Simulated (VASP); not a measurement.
Set up this calculation in VASP 6.6.1, as the native input.

```yaml
Task: single point
Functional: r2SCAN
Potentials_or_basis: VASP PAW PBE potentials, release 64 (Ga_d, N)
Cutoff: 520 eV
k_mesh: 10 × 10 × 10
Occupations: gaussian, width 0.01 eV
Spin: no spin polarisation
Dipole_correction: no
Further_INCAR_settings: ALGO = Normal; EDIFF = 1e-07; NBANDS = 16
```

GaN:

```xyz
2
Lattice="-0.0053 2.1085 2.1085 2.1085 -0.0053 2.1085 2.1032 2.1032 0.0000" Properties=species:S:1:pos:R:3 pbc="T T T"
Ga    0.0000    0.0000    0.0000
N     2.1032    2.1032    2.1085
```

This cell differs from its parent crystal: shear xy strain -0.5%.

One way to write it, as run:

POSCAR

```
GaN
1.0
   -0.0052712881      2.1085152339      2.1085152339
    2.1085152339     -0.0052712881      2.1085152339
    2.1032439458      2.1032439458      0.0000000000
Ga N
1 1
Direct
    0.0000000000      0.0000000000      0.0000000000
    0.5000000000      0.5000000000      0.5000000000
```

INCAR.step1

```
PREC = Accurate
ENCUT = 520
ISMEAR = 0
SIGMA = 0.01
LREAL = F
LASPH = T
NELM = 100
NBANDS = 16
GGA = PE
ALGO = Normal
EDIFF = 1E-4
LWAVE = T
LCHARG = F
```

INCAR.step2

```
PREC = Accurate
ENCUT = 520
EDIFF = 1E-7
ISMEAR = 0
SIGMA = 0.01
LREAL = F
LASPH = T
NELM = 100
ALGO = Normal
ISIF = 2
LWAVE = F
LCHARG = T
METAGGA = R2SCAN
LMIXTAU = T
LELF = T
LVHAR = T
NBANDS = 16
ISTART = 1
```

KPOINTS

```
regular mesh
0
Gamma
  10 10 10
```

Potentials or basis: VASP PAW PBE potentials, release 64 (Ga_d, N).

The run is started by

```bash
$ cat potpaw_PBE.64/Ga_d/POTCAR potpaw_PBE.64/N/POTCAR > POTCAR
$ cp INCAR.step1 INCAR
$ mpirun -np 1 vasp_std > vasp.out
$ cp INCAR.step2 INCAR
$ mpirun -np 1 vasp_std > vasp.out
```

Results of the run:

* Pressure: 1.3 GPa
* Band gap on the k mesh: 1.16 eV, indirect (least direct gap 3.37 eV)

Caveat: the cell differs from its parent crystal (shear xy strain -0.5%); the PAW data sets were made with another functional, which shifts forces and pressure a little.

Run time: 3.9 min on 1 thread of Intel Xeon 8259CL, on a shared host, peak memory 0.18 GiB.
